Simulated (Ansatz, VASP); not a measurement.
P2C2O in VASP and in Ansatz

```
P C O
1.0
    -1.91044    1.91044    2.99891
     1.91044   -1.91044    2.99891
     1.91044    1.91044   -2.99891
P C O
2 2 1
Cartesian
  0.0000 0.0000 4.2612
  0.0000 0.0000 1.7366
  0.0000 1.9104 1.4995
  1.9104 0.0000 1.4995
  0.0000 0.0000 0.0000
```

Change from the starting cell: species swapped into the Nd2TeO2 type (I4/mmm, No. 139).

Alike in both runs: functional PBE; dispersion D3(BJ); k mesh 14 × 14 × 14; occupations gaussian, width 0.1 eV; no spin polarisation.

Ansatz relaxed the structure, and its values are those at the end. VASP's run is a single point on that final structure, the one shown.

|  | VASP | Ansatz |
| --- | --- | --- |
| version | VASP 6.6.1 | Ansatz 0.2.0 |
| potentials or method | VASP PAW PBE potentials, release 64 (P, C, O), cutoff 520 eV | scalar-relativistic, plane waves, PAW |
| valence electrons in the cell | 24 | 24 |

```csv
,VASP,Ansatz,Ansatz less VASP
gap on the k mesh at the Fermi level (eV),none,none,-
pressure (GPa),-0.6,0.0,+0.61
rms of the force components (eV/Å),0.015,0.000,-0.0148
```

A gap of «none» marks a metal or a gap that the smearing closes.
